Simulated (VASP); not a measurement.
# Si (Fd-3m) in VASP: further runs

The runs below take Si through single point, with PBE.

Program: VASP 6.6.1. These are calculated values, not measurements. Logs are shortened: lines on timing, memory, paths and dates and some standing lists are left out, and cuts for length are marked.

### 1 The cell of the first run

It takes space group Fd-3m (No. 227, cubic). Conventional cell: a = 5.431 Å, b = 5.431 Å, c = 5.431 Å, α = 90.00°, β = 90.00°, γ = 90.00°. Within 3.1 Å of Si (site symmetry -43m) lie 4 Si at 2.35 Å.

### 2 Single point, PBE

INCAR

```
PREC     = Accurate       # precision mode
ENCUT    = 500            # plane-wave cutoff, eV
EDIFF    = 1E-6           # SCF threshold, eV
ISMEAR   = 0              # smearing method
SIGMA    = 0.02           # smearing width, eV
LREAL    = F              # projectors in reciprocal space
LASPH    = T              # aspherical terms in the spheres
NELM     = 120            # most SCF steps
ALGO     = Normal         # electronic algorithm
ISIF     = 2              # what is computed and relaxed
LWAVE    = F              # write WAVECAR
LCHARG   = T              # write CHGCAR
GGA      = PE             # functional
LELF     = T              # ELF
LVHAR    = T            
NBANDS   = 11             # bands
GGA_COMPAT= F
```

KPOINTS

```
Automatic mesh
0
Gamma
  4 4 4
```

POSCAR

```
Si
1.0
    0.0000000000      2.7154705000      2.7154705000
    2.7154705000      0.0000000000      2.7154705000
    2.7154705000      2.7154705000      0.0000000000
Si
2
Direct
    0.0000000000      0.0000000000      0.0000000000
    0.2500000000      0.2500000000      0.2500000000
```

Potentials or basis: VASP PAW PBE potentials, release 64 (Si).

Run with:

```bash
> cat potpaw_PBE.64/Si/POTCAR > POTCAR
> mpirun -np 1 vasp_std > vasp.out
```

OUTCAR:

```text
PREC = Accurate
   ENCUT = 500
   EDIFF = 1E-6
   ISMEAR = 0
   LREAL = F
   LASPH = T
   NELM = 120
   ISIF = 2
   GGA = PE

 ion  position               nearest neighbor table
   1  0.000  0.000  0.000-   2 2.35   2 2.35   2 2.35   2 2.35
   2  0.250  0.250  0.250-   1 2.35   1 2.35   1 2.35   1 2.35

  LATTYP: Found a face centered cubic cell.
 ALAT       =     5.4309410000

  Lattice vectors:

 A1 = (   0.0000000000,   2.7154705000,   2.7154705000)
 A2 = (   2.7154705000,   0.0000000000,   2.7154705000)
 A3 = (   2.7154705000,   2.7154705000,   0.0000000000)

Analysis of symmetry for initial positions (statically):
=====================================================================
 Subroutine PRICEL returns:
 Original cell was already a primitive cell.

 Routine SETGRP: Setting up the symmetry group for a
 face centered cubic supercell.

 Subroutine GETGRP returns: Found 48 space group operations
 (whereof 24 operations were pure point group operations)
 out of a pool of 48 trial point group operations.

The static configuration has the point symmetry T_d .
 The point group associated with its full space group is O_h .

Analysis of symmetry for dynamics (positions and initial velocities):
=====================================================================
 Subroutine PRICEL returns:
 Original cell was already a primitive cell.

 Routine SETGRP: Setting up the symmetry group for a
 face centered cubic supercell.

 Subroutine GETGRP returns: Found 48 space group operations
 (whereof 24 operations were pure point group operations)
 out of a pool of 48 trial point group operations.

The dynamic configuration has the point symmetry T_d .
 The point group associated with its full space group is O_h .

 Subroutine INISYM returns: Found 48 space group operations
 (whereof 24 operations are pure point group operations),
 and found     1 'primitive' translations

----------------------------------------------------------------------------------------

                                     Primitive cell

  volume of cell :      40.0466

  direct lattice vectors                    reciprocal lattice vectors
     0.000000000  2.715470500  2.715470500    -0.184130154  0.184130154  0.184130154
     2.715470500  0.000000000  2.715470500     0.184130154 -0.184130154  0.184130154
     2.715470500  2.715470500  0.000000000     0.184130154  0.184130154 -0.184130154

  length of vectors
     3.840255209  3.840255209  3.840255209     0.318922781  0.318922781  0.318922781

  position of ions in fractional coordinates (direct lattice)
     0.000000000  0.000000000  0.000000000
     0.250000000  0.250000000  0.250000000

  ion indices of the primitive-cell ions
   primitive index   ion index
                 1           1
                 2           2

----------------------------------------------------------------------------------------

 KPOINTS: Automatic mesh

Automatic generation of k-mesh.
 Grid dimensions read from file:
 generate k-points for:    4    4    4

 Generating k-lattice:

  Cartesian coordinates                     Fractional coordinates (reciprocal lattice)
    -0.046032538  0.046032538  0.046032538     0.250000000  0.000000000  0.000000000
     0.046032538 -0.046032538  0.046032538     0.000000000  0.250000000  0.000000000
     0.046032538  0.046032538 -0.046032538     0.000000000  0.000000000  0.250000000

  Length of vectors
     0.079730695  0.079730695  0.079730695

  Shift w.r.t. Gamma in fractional coordinates (k-lattice)
     0.000000000  0.000000000  0.000000000

 Subroutine IBZKPT returns following result:
 ===========================================

 Found      8 irreducible k-points:

 Following reciprocal coordinates:
            Coordinates               Weight
  0.000000  0.000000  0.000000      1.000000
  0.250000  0.000000  0.000000      8.000000
  0.500000  0.000000  0.000000      4.000000
  0.250000  0.250000  0.000000      6.000000
  0.500000  0.250000  0.000000     24.000000
 -0.250000  0.250000  0.000000     12.000000
  0.500000  0.500000  0.000000      3.000000
 -0.250000  0.500000  0.250000      6.000000
   k-points           NKPTS =      8   k-points in BZ     NKDIM =      8   number of bands    NBANDS=     11
   number of dos      NEDOS =    301   number of ions     NIONS =      2
   total plane-waves  NPLWV =  21952
   dimension x,y,z NGX =    28 NGY =   28 NGZ =   28
   dimension x,y,z NGXF=    56 NGYF=   56 NGZF=   56
   ions per type =               2
   NGX,Y,Z   is equivalent  to a cutoff of  12.12, 12.12, 12.12 a.u.
   NGXF,Y,Z  is equivalent  to a cutoff of  24.24, 24.24, 24.24 a.u.
 SYSTEM =  unknown system
   PREC   = accura    normal or accurate (medium, high low for compatibility)
   ISTART =      0    job   : 0-new  1-cont  2-samecut
   ICHARG =      2    charge: 1-file 2-atom 10-const
   ISPIN  =      1    spin polarized calculation?
   LNONCOLLINEAR =      F non collinear calculations
   LSORBIT =      F    spin-orbit coupling
   LASPH  =      T    aspherical Exc in radial PAW
   ENCUT  =  500.0 eV  36.75 Ry    6.06 a.u.   7.00  7.00  7.00*2*pi/ulx,y,z
   NELM   =    120;   NELMIN=  2; NELMDL= -5     # of ELM steps
   EDIFF  = 0.1E-05   stopping-criterion for ELM
   LREAL  =      F    real-space projection
   EDIFFG = 0.1E-04   stopping-criterion for IOM
   NSW    =      0    number of steps for IOM
   IBRION =     -1    ionic relax: 0-MD 1-quasi-New 2-CG
   NFREE  =      0    steps in history (QN), initial steepest desc. (CG)
   ISIF   =      2    stress and relaxation
   ISYM   =      2    0-nonsym 1-usesym 2-fastsym
   POTIM  = 0.5000    time-step for ionic-motion
   TEBEG  =    0.0;   TEEND  =   0.0 temperature during run
   PSTRESS=    0.0 pullay stress
   NELECT =       8.0000    total number of electrons
   NUPDOWN=      -1.0000    fix difference up-down
   EMIN   =  10.00;   EMAX   =-10.00  energy-range for DOS
   EFERMI =   0.00;   METHOD = LEGACY
   ISMEAR =     0;   SIGMA  =   0.02  broadening in eV -4-tet -1-fermi 0-gaus
   EFERMI_NEDOS =   21; number of points for ismear=-14 and -15
   IALGO  =     38    algorithm
   IMIX   =      4    mixing-type and parameters
     AMIX     =   0.40;   BMIX     =  1.00
     AMIX_MAG =   1.60;   BMIX_MAG =  1.00
  volume/ion in A,a.u.               =      20.02       135.12
  Fermi-wavevector in a.u.,A,eV,Ry     =   0.957010  1.808486 12.461139  0.915868
  Thomas-Fermi vector in A             =   2.085989
   LORBIT       =      0    0 simple, 1 ext, 2 COOP (PROOUT), +10 PAW based schemes
   GGA     = PE    functional components
   LHFCALC =     F    Hartree Fock is set to
   AEXX    =    0.0000 exact exchange contribution
   IVDW    =     0    specifies the selected vdW correction
   LEPSILON=     F    determine dielectric tensor
   LRPA    =     F    only Hartree local field effects (RPA)
 non-spin polarized calculation
 Gauss-broadening in eV      SIGMA  =   0.02
  energy-cutoff  :      500.00
  volume of cell :       40.05
 maximum number of plane-waves:      1036
   NGX = 13   NGY = 13   NGZ = 13

 number of electron       8.0000001 magnetization

 Free energy of the ion-electron system (eV)
  ---------------------------------------------------
  ext. energy  EPLUGINS =         0.00000000
  ---------------------------------------------------
  free energy    TOTEN  =       -10.65695291 eV

  energy without entropy =      -10.65695291  energy(sigma->0) =      -10.65695291

 E-fermi :   5.9659     XC(G=0):  -9.3821

 val. band max:        5.8685060404   @ k =   0.0000   0.0000   0.0000
 cond. band min:       6.5618836724   @ k =   0.5000   0.5000   0.0000
 fundamental gap:      0.6933776320
 Fermi energy:         5.9658620418

 k-point     1 :       0.0000    0.0000    0.0000
  band No.  band energies     occupation
      1      -6.0966      2.00000
      2       5.8685      2.00000
      3       5.8685      2.00000
      4       5.8685      2.00000
      5       8.4158      0.00000
      6       8.4158      0.00000
      7       8.4158      0.00000
      8       9.2441      0.00000
      9      13.5661      0.00000
     10      13.5661      0.00000
     11      13.8262      0.00000

 k-point     2 :       0.2500    0.0000    0.0000
  band No.  band energies     occupation
      1      -5.2963      2.00000
      2       1.9382      2.00000
      3       5.1065      2.00000
      4       5.1065      2.00000
      5       7.8917      0.00000
      6       9.3587      0.00000
      7       9.3587      0.00000
      8      12.7919      0.00000
      9      13.0422      0.00000
     10      13.0422      0.00000
     11      14.8530      0.00000

 k-point     3 :       0.5000    0.0000    0.0000
  band No.  band energies     occupation
      1      -3.7626      2.00000
      2      -1.1070      2.00000
      3       4.6675      2.00000
      4       4.6675      2.00000
      5       7.4016      0.00000
      6       9.1881      0.00000
      7       9.1881      0.00000
      8      13.5838      0.00000
      9      16.4016      0.00000
     10      16.4016      0.00000
     11      17.1992      0.00000

 k-point     4 :       0.2500    0.2500    0.0000
  band No.  band energies     occupation
      1      -5.0139      2.00000
      2       2.3534      2.00000
      3       3.9732      2.00000
      4       3.9732      2.00000
      5       6.9841      0.00000
      6       8.9842      0.00000
      7      11.6167      0.00000
      8      11.6167      0.00000
      9      13.9349      0.00000
     10      14.7751      0.00000
     11      17.3053      0.00000

 k-point     5 :       0.5000    0.2500    0.0000
  band No.  band energies     occupation
      1      -3.3762      2.00000
      2      -0.5159      2.00000
      3       2.3269      2.00000
      4       3.6583      2.00000
      5       7.3727      0.00000
      6      10.3035      0.00000
      7      11.6084      0.00000
      8      11.7720      0.00000
      9      16.0752      0.00000
     10      16.3914      0.00000
     11      18.0124      0.00000

 k-point     6 :      -0.2500    0.2500    0.0000
  band No.  band energies     occupation
      1      -4.0512      2.00000
      2       0.3875      2.00000
      3       2.1072      2.00000
      4       4.5375      2.00000
      5       8.3039      0.00000
      6      10.6428      0.00000
      7      10.9968      0.00000
      8      12.0091      0.00000
      9      12.2937      0.00000
     10      15.4972      0.00000
     11      18.4788      0.00000

 k-point     7 :       0.5000    0.5000    0.0000
  band No.  band energies     occupation
      1      -1.9493      2.00000
      2      -1.9493      2.00000
      3       3.0102      2.00000
      4       3.0102      2.00000
      5       6.5619      0.00000
      6       6.5619      0.00000
      7      15.9751      0.00000
      8      15.9751      0.00000
      9      16.8349      0.00000
     10      16.8349      0.00000
     11      18.3705      0.00000

 k-point     8 :      -0.2500    0.5000    0.2500
  band No.  band energies     occupation
      1      -1.7846      2.00000
      2      -1.7846      2.00000
      3       2.0064      2.00000
      4       2.0064      2.00000
      5      10.1255      0.00000
      6      10.1255      0.00000
      7      10.8592      0.00000
      8      10.8592      0.00000
      9      16.4423      0.00000
     10      16.4423      0.00000
     11      18.8990      0.00000

------------------------ aborting loop because EDIFF is reached ----------------------------------------

  FORCE on cell =-STRESS in cart. coord.  units (eV):
  Direction    XX          YY          ZZ          XY          YZ          ZX
  --------------------------------------------------------------------------------------
  -------------------------------------------------------------------------------------
  Total        0.6428240      0.6428240      0.6428240      0.0000000      0.0000000     -0.0000000
  in kB       25.7180112     25.7180112     25.7180112      0.0000000      0.0000000     -0.0000000
  external PRESSURE =      25.7180112 kB  Pullay stress =       0.0000000 kB

 VOLUME and BASIS-vectors are now :
 -----------------------------------------------------------------------------
  energy-cutoff  :      500.00
  volume of cell :       40.05
      direct lattice vectors                 reciprocal lattice vectors
     0.000000000  2.715470500  2.715470500    -0.184130154  0.184130154  0.184130154
     2.715470500  0.000000000  2.715470500     0.184130154 -0.184130154  0.184130154
     2.715470500  2.715470500  0.000000000     0.184130154  0.184130154 -0.184130154

 POSITION                                       TOTAL-FORCE (eV/Angst)
 -----------------------------------------------------------------------------------
      0.00000      0.00000      0.00000         0.000000      0.000000      0.000000
      1.35774      1.35774      1.35774        -0.000000     -0.000000     -0.000000
 -----------------------------------------------------------------------------------
    total drift:                                0.000000      0.000000     -0.000000

  FREE ENERGIE OF THE ION-ELECTRON SYSTEM (eV)
  ---------------------------------------------------
  free  energy   TOTEN  =       -10.6569529105 eV

  energy  without entropy=      -10.6569529105  energy(sigma->0) =      -10.65695291
```

It took 5.5 s on 1 thread of Intel Xeon 6975P-C, shared host; peak memory 0.14 GiB.

Results:

- Free energy: -10.6570 eV
- Pressure: 2.6 GPa
- Band gap on the k mesh: 0.69 eV, indirect (least direct gap 2.55 eV)

Levels at points of the mesh, in eV from the valence-band top:
```
           k point  band 2  band 3  band 4  band 5  band 6  band 7
(0.00, 0.00, 0.00)    0.00    0.00    0.00    2.55    2.55    2.55
(0.50, 0.00, 0.00)   -6.98   -1.20   -1.20    1.53    3.32    3.32
(0.50, 0.50, 0.00)   -7.82   -2.86   -2.86    0.69    0.69   10.11
```

Caveat: the k points lie up to 0.50 Å⁻¹ apart. A k mesh can miss the band edges.

### 3 Single point, PBE

INCAR

```
SYSTEM = Si
  ALGO = Normal
  EDIFF = 1E-6
  ENCUT = 500
  GGA = PE
  GGA_COMPAT = .FALSE.
  ISIF = 2
  ISMEAR = 0
  LASPH = .TRUE.
  LCHARG = .FALSE.
  LREAL = .FALSE.
  LWAVE = .FALSE.
  NBANDS = 11
  NELM = 120
  PREC = Accurate
  SIGMA = 0.1
```

KPOINTS

```
k-points
0
G
  6 6 6
  0 0 0
```

POSCAR is that of step 2.

Potentials or basis: VASP PAW PBE potentials, release 64 (Si).

Run with:

```bash
> cat potpaw_PBE.64/Si/POTCAR > POTCAR
> mpirun -np 1 vasp_std > vasp.out
```

OUTCAR:

```text
SYSTEM = Si
   EDIFF = 1E-6
   ENCUT = 500
   GGA = PE
   ISIF = 2
   ISMEAR = 0
   LASPH = .TRUE.
   LREAL = .FALSE.
   NELM = 120
   PREC = Accurate

 ion  position               nearest neighbor table
   1  0.000  0.000  0.000-   2 2.35   2 2.35   2 2.35   2 2.35
   2  0.250  0.250  0.250-   1 2.35   1 2.35   1 2.35   1 2.35

  LATTYP: Found a face centered cubic cell.
 ALAT       =     5.4309410000

  Lattice vectors:

 A1 = (   0.0000000000,   2.7154705000,   2.7154705000)
 A2 = (   2.7154705000,   0.0000000000,   2.7154705000)
 A3 = (   2.7154705000,   2.7154705000,   0.0000000000)

Analysis of symmetry for initial positions (statically):
=====================================================================
 Subroutine PRICEL returns:
 Original cell was already a primitive cell.

 Routine SETGRP: Setting up the symmetry group for a
 face centered cubic supercell.

 Subroutine GETGRP returns: Found 48 space group operations
 (whereof 24 operations were pure point group operations)
 out of a pool of 48 trial point group operations.

The static configuration has the point symmetry T_d .
 The point group associated with its full space group is O_h .
[... 163 lines left out ...]
      2       5.8325      2.00000
      3       5.8325      2.00000
      4       5.8325      2.00000
      5       8.3949      0.00000
      6       8.3949      0.00000
      7       8.3949      0.00000
      8       9.2053      0.00000
      9      13.5484      0.00000
     10      13.5484      0.00000
     11      13.7908      0.00000
[... 197 lines left out ...]
 k-point    16 :      -0.3333    0.5000    0.1667
  band No.  band energies     occupation
      1      -1.8612      2.00000
      2      -1.8612      2.00000
      3       2.1894      2.00000
      4       2.1894      2.00000
      5       8.5794      0.00000
      6       8.5794      0.00000
      7      12.5953      0.00000
      8      12.5953      0.00000
      9      16.4063      0.00000
     10      16.4063      0.00000
     11      18.7892      0.00000

------------------------ aborting loop because EDIFF is reached ----------------------------------------

  FORCE on cell =-STRESS in cart. coord.  units (eV):
  Direction    XX          YY          ZZ          XY          YZ          ZX
  --------------------------------------------------------------------------------------
  -------------------------------------------------------------------------------------
  Total        0.5013219      0.5013219      0.5013219      0.0000000      0.0000000      0.0000000
  in kB       20.0568169     20.0568169     20.0568169      0.0000000      0.0000000      0.0000000
  external PRESSURE =      20.0568169 kB  Pullay stress =       0.0000000 kB

 VOLUME and BASIS-vectors are now :
 -----------------------------------------------------------------------------
  energy-cutoff  :      500.00
  volume of cell :       40.05
      direct lattice vectors                 reciprocal lattice vectors
     0.000000000  2.715470500  2.715470500    -0.184130154  0.184130154  0.184130154
     2.715470500  0.000000000  2.715470500     0.184130154 -0.184130154  0.184130154
     2.715470500  2.715470500  0.000000000     0.184130154  0.184130154 -0.184130154

 POSITION                                       TOTAL-FORCE (eV/Angst)
 -----------------------------------------------------------------------------------
      0.00000      0.00000      0.00000        -0.000000     -0.000000     -0.000000
      1.35774      1.35774      1.35774         0.000000      0.000000      0.000000
 -----------------------------------------------------------------------------------
    total drift:                                0.000000      0.000000     -0.000000

  FREE ENERGIE OF THE ION-ELECTRON SYSTEM (eV)
  ---------------------------------------------------
  free  energy   TOTEN  =       -10.8209671390 eV

  energy  without entropy=      -10.8209671299  energy(sigma->0) =      -10.82096713
```

Wall time 6 s (1 thread of Intel Xeon 6975P-C, shared host); peak memory 0.14 GiB.

What came out:

| Quantity | Value |
| --- | --- |
| Free energy | -10.8210 eV |
| Pressure | 2.0 GPa |
| Band gap on the k mesh | 0.71 eV, indirect (least direct gap 2.56 eV) |

A k mesh can miss the band edges.
